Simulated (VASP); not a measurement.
Wanted: the native input for a VASP 6.6.1 run.

```yaml
Task: single point
Functional: LDA
Potentials_or_basis: VASP PAW LDA potentials, release 64 (K_sv, S, Mn_pv)
Cutoff: 520 eV
k_mesh: 6 × 6 × 6
Occupations: fermi-dirac, width 0.0544 eV
Spin: no spin polarisation
Dipole_correction: no
k_mesh_for_the_DOS: 9 × 9 × 9
Occupations_for_the_DOS: tetrahedron
Further_INCAR_settings: ALGO = Normal; EDIFF = 1e-06
```

Crystal: KMnS3.

```xyz
10
Lattice="6.7449 0.0000 0.0000 -3.3725 5.8413 0.0000 0.0000 0.0000 5.6592" Properties=species:S:1:pos:R:3 pbc="T T T"
K    -0.0003    3.8944    4.2444
K     3.3721    1.9469    1.4148
S     0.0000    1.9697    1.4148
S     5.0391    0.9848    4.2444
S     1.6667    4.8564    1.4148
S     3.3725    3.8716    4.2444
S    -1.6667    4.8564    1.4148
S     1.7058    0.9848    4.2444
Mn    0.0000    0.0000    0.0000
Mn    0.0000    0.0000    2.8296
```

These files were run (other wordings do the same):

POSCAR

```
KMnS3
1.0
    6.7449365800      0.0000000000      0.0000000000
   -3.3724677900      5.8412860100      0.0000000000
    0.0000000000      0.0000000000      5.6592043200
K S Mn
2 6 2
Direct
    0.3333000000      0.6667000000      0.7500000000
    0.6666000000      0.3333000000      0.2500000000
    0.1686000000      0.3372000000      0.2500000000
    0.8314000000      0.1686000000      0.7500000000
    0.6628000000      0.8314000000      0.2500000000
    0.8314000000      0.6628000000      0.7500000000
    0.1686000000      0.8314000000      0.2500000000
    0.3372000000      0.1686000000      0.7500000000
    0.0000000000      0.0000000000      0.0000000000
    0.0000000000      0.0000000000      0.5000000000
```

INCAR.step1

```
PREC = Accurate
ENCUT = 520
EDIFF = 1E-6
ISMEAR = -1
SIGMA = 0.0544
LREAL = F
LASPH = T
NELM = 100
ALGO = Normal
ISIF = 2
LWAVE = F
LCHARG = T
LMAXMIX = 4
NBANDS = 51
```

KPOINTS.step1

```
Automatic mesh
0
Gamma
  6 6 6
```

INCAR.step2

```
PREC = Accurate
ENCUT = 520
EDIFF = 1E-6
ISMEAR = -5
SIGMA = 0.0544
LREAL = F
LASPH = T
NELM = 100
ALGO = Normal
ISIF = 2
LWAVE = F
LCHARG = F
LMAXMIX = 4
LORBIT = 11
NEDOS = 1001
ICHARG = 11
```

KPOINTS.step2

```
Automatic mesh
0
Gamma
  9 9 9
```

Potentials or basis: VASP PAW LDA potentials, release 64 (K_sv, S, Mn_pv).

Command:

```sh
$ cat potpaw_LDA.64/K_sv/POTCAR potpaw_LDA.64/S/POTCAR potpaw_LDA.64/Mn_pv/POTCAR > POTCAR
$ cp INCAR.step1 INCAR
$ cp KPOINTS.step1 KPOINTS
$ mpirun -np 1 vasp_std > vasp.out
$ cp INCAR.step2 INCAR
$ cp KPOINTS.step2 KPOINTS
$ mpirun -np 1 vasp_std > vasp.out
```

Results of the run:

- Valence electrons inside the program's atomic spheres: K 7.54; S 3.58; Mn 11.65

Caveat: the run has no spin polarisation, though such a crystal can be magnetic.

Wall time 16 min on 1 thread of Intel(R) Xeon(R) 6975P-C (Granite Rapids), on a shared host, peak memory 0.99 GiB.
